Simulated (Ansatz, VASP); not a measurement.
RbBr in VASP and in Ansatz

```
CELL_PARAMETERS angstrom
3.03837 0.00000 0.00000
0.00000 3.03837 0.00000
0.00000 0.00000 3.03837
ATOMIC_POSITIONS crystal
Rb 0.00000 0.00000 0.00000
Br 0.50000 0.50000 0.50000
```

Change from the starting cell: volume scaled by 0.45, PAW files.

Alike in both runs: task single point; functional LDA; k mesh 12 × 12 × 12; occupations fermi-dirac, width 0.1 eV; no spin polarisation.

```csv
,VASP,Ansatz
version,VASP 6.6.1,Ansatz 0.2.0
potentials or method,"VASP PAW LDA potentials, release 64 (Rb_sv, Br)","PAW with Ansatz's default frozen-core files, scalar-relativistic"
plane-wave cutoff (eV),520,420
valence electrons in the cell,16,16
```

Ansatz gave:

- pressure (GPa): 125.9

Task: Estimate VASP's values.

Result: Pressure (GPa): 129.3.

LDA's correlation is that of Perdew and Zunger in VASP and of Perdew and Wang (1992) in Ansatz. Both programs put the cell under a high pressure, so it lies far from rest at this level.

Noted on VASP's run: the cell as given lies far from equilibrium.
